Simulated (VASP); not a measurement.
# MnO2 (P-3m1) in VASP: a series of runs, part 2 of 2

VASP 6.6.1.

**4. Single point, r2SCAN, collinear spin, ferromagnetic start**

This run uses another cell than the first one, of 11.27 Å³/atom, 1.040 times its volume.

The input, POSCAR:

```
MnO2
1.0
    2.8941690462      0.0000000000      0.0000000000
   -1.4470845231      2.5064239170      0.0000000000
    0.0000000000      0.0000000000      4.6619253983
Mn O
1 2
Direct
    0.0000000000      0.0000000000      0.5000000000
    0.3333333333      0.6666666667      0.7062925700
    0.6666666667      0.3333333333      0.2937074300
```

The input, INCAR.step1:

```
SYSTEM = MnO2
ALGO = Normal
EDIFF = 1E-4
ENCUT = 520
GGA = PE
ISMEAR = -1
ISPIN = 2
LASPH = .TRUE.
LCHARG = .FALSE.
LMAXMIX = 4
LREAL = .FALSE.
LWAVE = .TRUE.
MAGMOM = 4 0 0
NBANDS = 24
NELM = 150
PREC = Accurate
SIGMA = 0.05
```

The input, INCAR.step2:

```
SYSTEM = MnO2
ALGO = Normal
EDIFF = 1E-6
ENCUT = 520
ISIF = 2
ISMEAR = -1
ISPIN = 2
ISTART = 1
LASPH = .TRUE.
LCHARG = .FALSE.
LMAXMIX = 4
LMIXTAU = .TRUE.
LORBIT = 11
LREAL = .FALSE.
LWAVE = .FALSE.
MAGMOM = 4 0 0
METAGGA = R2SCAN
NBANDS = 24
NELM = 150
PREC = Accurate
SIGMA = 0.05
```

The input, KPOINTS:

```
k-points
0
G
  11 11 6
  0 0 0
```

Potentials or basis: VASP PAW PBE potentials, release 64 (Mn_pv, O).

Run with:

```
cat potpaw_PBE.64/Mn_pv/POTCAR potpaw_PBE.64/O/POTCAR > POTCAR
cp INCAR.step1 INCAR
mpirun -np 1 vasp_std > vasp.out
cp INCAR.step2 INCAR
mpirun -np 1 vasp_std > vasp.out
```

OUTCAR:

```text
SYSTEM = MnO2
   EDIFF = 1E-6
   ENCUT = 520
   ISIF = 2
   ISMEAR = -1
   ISPIN = 2
   ISTART = 1
   LASPH = .TRUE.
   LORBIT = 11
   LREAL = .FALSE.
   METAGGA = R2SCAN
   NELM = 150
   PREC = Accurate

 ion  position               nearest neighbor table
   1  0.000  0.000  0.500-   2 1.93   3 1.93   3 1.93   2 1.93   3 1.93   2 1.93
   2  0.333  0.667  0.706-   1 1.93   1 1.93   1 1.93
   3  0.667  0.333  0.294-   1 1.93   1 1.93   1 1.93

  LATTYP: Found a hexagonal cell.
 ALAT       =     2.8941690462
 C/A-ratio  =     1.6107992739

  Lattice vectors:

 A1 = (   2.8941690462,   0.0000000000,   0.0000000000)
 A2 = (  -1.4470845231,   2.5064239170,   0.0000000000)
 A3 = (   0.0000000000,   0.0000000000,   4.6619253983)

Analysis of symmetry for initial positions (statically):
=====================================================================
 Subroutine PRICEL returns:
 Original cell was already a primitive cell.

 Routine SETGRP: Setting up the symmetry group for a
 hexagonal supercell.

 Subroutine GETGRP returns: Found 12 space group operations
 (whereof 12 operations were pure point group operations)
 out of a pool of 24 trial point group operations.

The static configuration has the point symmetry D_3d.

Analysis of symmetry for dynamics (positions and initial velocities):
=====================================================================
 Subroutine PRICEL returns:
 Original cell was already a primitive cell.

 Routine SETGRP: Setting up the symmetry group for a
 hexagonal supercell.

 Subroutine GETGRP returns: Found 12 space group operations
 (whereof 12 operations were pure point group operations)
 out of a pool of 24 trial point group operations.

The dynamic configuration has the point symmetry D_3d.

Analysis of structural, dynamic, and magnetic symmetry:
[... 154 lines left out ...]
  ---------------------------------------------------
  ext. energy  EPLUGINS =         0.00000000
  ---------------------------------------------------
  free energy    TOTEN  =       -32.50624646 eV

  energy without entropy =      -32.50624646  energy(sigma->0) =      -32.50624646

 E-fermi :   3.0378     XC(G=0): -11.3344

 val. band max:        2.0481160324   @ k =   0.0909   0.0909   0.5000
 cond. band min:       3.9862483611   @ k =   0.0000   0.2727   0.3333
 fundamental gap:      1.9381323287
 Fermi energy:         3.0378278600

 spin component 1

 k-point     1 :       0.0000    0.0000    0.0000
  band No.  band energies     occupation
      1     -50.1832      1.00000
      2     -50.1542      1.00000
      3     -50.1541      1.00000
      4     -17.8201      1.00000
      5     -15.6849      1.00000
      6      -3.9074      1.00000
[... 637 lines left out ...]
     23      23.9657      0.00000
     24      25.6665      0.00000

 [... further k-points ...]

 spin component 2

 k-point     1 :       0.0000    0.0000    0.0000
  band No.  band energies     occupation
      1     -45.9832      1.00000
      2     -45.9831      1.00000
      3     -45.7858      1.00000
      4     -17.8087      1.00000
      5     -15.6950      1.00000
      6      -2.7836      1.00000
[... 637 lines left out ...]
     23      24.8845      0.00000
     24      26.7480      0.00000

 [... further k-points ...]

------------------------ aborting loop because EDIFF is reached ----------------------------------------

  FORCE on cell =-STRESS in cart. coord.  units (eV):
  Direction    XX          YY          ZZ          XY          YZ          ZX
  --------------------------------------------------------------------------------------
  -------------------------------------------------------------------------------------
  Total       -1.6855435     -1.6855435     -1.0730362     -0.0000000     -0.0000000     -0.0000000
  in kB      -79.8558625    -79.8558625    -50.8371501     -0.0000000     -0.0000000     -0.0000000
  external PRESSURE =     -70.1829584 kB  Pullay stress =       0.0000000 kB

 VOLUME and BASIS-vectors are now :
 -----------------------------------------------------------------------------
  energy-cutoff  :      520.00
  volume of cell :       33.82
      direct lattice vectors                 reciprocal lattice vectors
     2.894169046  0.000000000  0.000000000     0.345522319  0.199487404  0.000000000
    -1.447084523  2.506423917  0.000000000     0.000000000  0.398974808  0.000000000
     0.000000000  0.000000000  4.661925398     0.000000000  0.000000000  0.214503647

 POSITION                                       TOTAL-FORCE (eV/Angst)
 -----------------------------------------------------------------------------------
      0.00000      0.00000      2.33096         0.000000      0.000000      0.000000
     -0.00000      1.67095      3.29268         0.000000     -0.000000     -0.541957
      1.44708      0.83547      1.36924        -0.000000      0.000000      0.541957
 -----------------------------------------------------------------------------------
    total drift:                               -0.000000      0.000000      0.000000

  FREE ENERGIE OF THE ION-ELECTRON SYSTEM (eV)
  ---------------------------------------------------
  free  energy   TOTEN  =       -32.5062464638 eV

  energy  without entropy=      -32.5062464636  energy(sigma->0) =      -32.50624646

 total charge

# of ion       s       p       d       tot
------------------------------------------
    1        0.367   6.433   4.821  11.622
    2        1.586   3.423   0.000   5.009
    3        1.586   3.423   0.000   5.009
--------------------------------------------------
tot          3.538  13.280   4.821  21.639

 magnetization (x)

# of ion       s       p       d       tot
------------------------------------------
    1        0.030   0.038   2.914   2.982
    2        0.004  -0.020   0.000  -0.016
    3        0.004  -0.020   0.000  -0.016
--------------------------------------------------
tot          0.037  -0.002   2.914   2.950
```

OSZICAR.step1:

```text
N       E                     dE             d eps       ncg     rms          rms(c)
DAV:   1     0.245136669265E+03    0.24514E+03   -0.14059E+04  8080   0.118E+03
DAV:   2    -0.169049612310E+02   -0.26204E+03   -0.24585E+03  8848   0.360E+02
DAV:   3    -0.313244873314E+02   -0.14420E+02   -0.14342E+02  9392   0.909E+01
DAV:   4    -0.314523071394E+02   -0.12782E+00   -0.12781E+00  8864   0.905E+00
DAV:   5    -0.314537802001E+02   -0.14731E-02   -0.14731E-02  9568   0.922E-01    0.297E+01
DAV:   6    -0.311226889881E+02    0.33109E+00   -0.10045E+02  9760   0.747E+01    0.428E+01
DAV:   7    -0.249329373990E+02    0.61898E+01   -0.10858E+02  9312   0.768E+01    0.144E+01
DAV:   8    -0.240110949023E+02    0.92184E+00   -0.29331E+00  8568   0.150E+01    0.597E+00
DAV:   9    -0.238123968905E+02    0.19870E+00   -0.99705E-01 11080   0.900E+00    0.236E+00
DAV:  10    -0.238238193059E+02   -0.11422E-01   -0.99729E-02  8648   0.208E+00    0.124E+00
DAV:  11    -0.238218590656E+02    0.19602E-02   -0.99577E-03  8496   0.719E-01    0.450E-01
DAV:  12    -0.238224255843E+02   -0.56652E-03   -0.87350E-04  8200   0.267E-01    0.198E-01
DAV:  13    -0.238222593336E+02    0.16625E-03   -0.10339E-03  9080   0.339E-01    0.511E-02
DAV:  14    -0.238222827588E+02   -0.23425E-04   -0.15385E-04  5712   0.116E-01
   1 F= -.23822283E+02 E0= -.23822282E+02  d E =-.244047E-05  mag=     2.9993
```

Wall time 11 min (1 thread of AMD EPYC 7R13, shared host); peak memory 0.22 GiB.

What came out:

| Quantity | Value |
| --- | --- |
| Free energy | -32.5062 eV |
| Pressure | -7.0 GPa |
| Largest force | 0.542 eV/Å |
| Band gap on the k mesh | 1.94 eV, indirect (least direct gap 2.14 eV) |
| Net moment | 3.00 μB per cell |
| Site moments | Mn +2.98; O -0.02 μB |
| Valence electrons inside the program's atomic spheres | Mn 11.62; O 5.01 |

Forces in eV/Å, atoms in the order of the input:
```
Mn   0.000  0.000  0.000
O    0.000  0.000 -0.542
O    0.000  0.000  0.542
```

Stress tensor (GPa, compression positive):
```
-7.99  0.00  0.00
 0.00 -7.99  0.00
 0.00  0.00 -5.08
```

Levels at points of the mesh, in eV from the valence-band top:
Spin up:
| k point | band 10 | band 11 | band 12 | band 13 | band 14 | band 15 | band 16 | band 17 | band 18 | band 19 |
| --- | --- | --- | --- | --- | --- | --- | --- | --- | --- | --- |
| (0.00, 0.00, 0.00) | -2.62 | -0.89 | -0.89 | -0.62 | -0.49 | 3.26 | 3.26 | 7.90 | 11.34 | 15.78 |
| (0.00, 0.00, 0.50) | -2.63 | -1.87 | -0.93 | -0.93 | -0.12 | 3.31 | 3.31 | 10.10 | 10.20 | 14.68 |
Spin down:
```tsv
k point	band 9	band 10	band 11	band 12	band 13	band 14
(0.00, 0.00, 0.00)	-0.95	-0.95	-0.53	2.03	2.03	3.51
(0.00, 0.00, 0.50)	-1.80	-0.99	-0.99	2.03	2.03	3.60
```

Caveat: the PAW data sets were made with another functional, which shifts forces and pressure a little; a cell with one magnetic atom can't hold antiferromagnetic order, which such compounds often take.

**5. The runs side by side**

| cell | gap on the mesh (eV) | pressure (GPa) | moment (μB) | largest force (eV/Å) |
| --- | --- | --- | --- | --- |
| a = 2.857, b = 2.857, c = 4.601 Å, angles 90.0, 90.0, 120.0°, 3 atoms | 1.89 | 0.3 | 3.00 | - |
| a = 2.875, b = 2.875, c = 4.632 Å, angles 90.0, 90.0, 120.0°, 3 atoms | 1.96 | -3.6 | 3.00 | 0.28 |
| a = 2.894, b = 2.894, c = 4.662 Å, angles 90.0, 90.0, 120.0°, 3 atoms | 1.94 | -7.0 | 3.00 | 0.54 |

Alike in all rows: task single point; level r2SCAN; potentials or basis VASP PAW PBE potentials, release 64 (Mn_pv, O); spin collinear, ferromagnetic start; k mesh 11 × 11 × 6; cutoff (eV) 520; smearing fermi-dirac 0.05 eV.

Caveats: the PAW data sets were made with another functional, which shifts forces and pressure a little; a cell with one magnetic atom can't hold antiferromagnetic order, which such compounds often take.

Absolute energies hang on the potentials; compare differences alone.
